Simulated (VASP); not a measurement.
The system is Si.

```
Si
1.0
     2.56705    0.00000    0.00000
    -1.28352    2.22313    0.00000
     0.00000    0.00000    2.41601
Si
1
Direct
  0.00000 0.00000 0.00000
```

Base run:

* Program: VASP 6.6.1
* Functional: r2SCAN
* Potentials or basis: VASP PAW PBE potentials, release 64 (Si)
* Cutoff: 550 eV
* k mesh: 12 × 12 × 11
* Occupations: fermi-dirac, width 0.05 eV
* Spin: no spin polarisation

Its results: band gap on the k mesh zero (band 2 reaches 18.46 eV, above the bottom of band 3 at 5.35 eV); pressure 10.5 GPa.

Question: The run is repeated on the same cell with these changes: functional from r2SCAN to LDA; potentials or basis from VASP PAW PBE potentials, release 64 (Si) to VASP PAW LDA potentials, release 64 (Si); cutoff from 550 eV to 500 eV. What comes out?

Answer: Band gap on the k mesh zero (band 2 reaches 18.06 eV, above the bottom of band 3 at 5.62 eV); pressure 7.2 GPa.

Caveats: the PAW data sets were made with another functional, which shifts forces and pressure a little (some runs).
